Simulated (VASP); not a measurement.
**N: single point with PBEsol**

The system is N.

```
CELL_PARAMETERS angstrom
2.95085 0.00000 0.00000
0.00000 2.95085 0.00000
0.00000 0.00000 2.95085
ATOMIC_POSITIONS crystal
N 0.37500 0.87500 0.62500
N 0.87500 0.62500 0.37500
N 0.12500 0.12500 0.12500
N 0.62500 0.37500 0.87500
```

* Program: VASP 6.6.1
* Task: single point
* Functional: PBEsol
* Potentials or basis: VASP PAW PBE potentials, release 64 (N)
* Cutoff: 600 eV
* k mesh: 3 × 3 × 3
* Occupations: fermi-dirac, width 0.02 eV
* Spin: no spin polarisation

| Quantity | Value |
| --- | --- |
| Pressure | 29.6 GPa |
| Band gap on the k mesh | zero (band 10 reaches 9.92 eV, above the bottom of band 11 at 7.51 eV) |

Levels at points of the mesh, in eV from the Fermi level:
```csv
k point,band 8,band 9,band 10,band 11,band 12,band 13
"(0.00, 0.00, 0.00)",-2.49,-2.49,-2.49,0.37,0.37,2.77
```

Run time: 3.4 s on 1 thread of AMD EPYC 7R43 64-Core Processor (Zen 3), with other jobs on the host, peak memory 0.09 GiB.

Caveat: the k points lie up to 0.71 Å⁻¹ apart; the PAW data sets were made with another functional, which shifts forces and pressure a little.
